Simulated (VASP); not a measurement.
Here is a VASP 6.6.1 calculation.

Contents of INCAR:

```
PREC = Accurate ; ENCUT = 500
EDIFF = 1E-6 ; ISMEAR = 0
SIGMA = 0.1 ; LREAL = F
LASPH = T ; NELM = 200
ALGO = Normal ; ISIF = 2
LWAVE = F ; LCHARG = F
MAGMOM = 0 0 0 0 0 0 ; LORBIT = 11
LSORBIT = T ; GGA_COMPAT = F
LORBMOM = T ; GGA = PE
NBANDS = 30 ; ISYM = -1
KPAR = 4
```

File KPOINTS:

```
Automatic mesh
0
Gamma
  8 6 15
```

Contents of POSCAR:

```
HgSe
1.0
    4.4266594705      0.0000000000     -0.0000000001
    0.0000000000      6.2602418592      0.0000000000
    2.2133297353     -3.1301209296      2.2133297352
Hg Se
1 1
Direct
    0.0000000000      0.0000000000      0.0000000000
    0.5000000000      0.7500000000      0.0000000000
```

Potentials or basis: VASP PAW PBE potentials, release 64 (Hg, Se).

Run with:

```sh
$ cat potpaw_PBE.64/Hg/POTCAR potpaw_PBE.64/Se/POTCAR > POTCAR
$ mpirun -np 4 vasp_ncl > vasp.out
```

Question: Estimate the net moment.

Answer: 0.00 μB per cell.

Question: What does it give for the pressure?

Answer: -0.1 GPa.

Moments on the atoms (μB; x, y, z):
```
Hg  0.00 0.00 0.00
Se  0.00 0.00 0.00
```
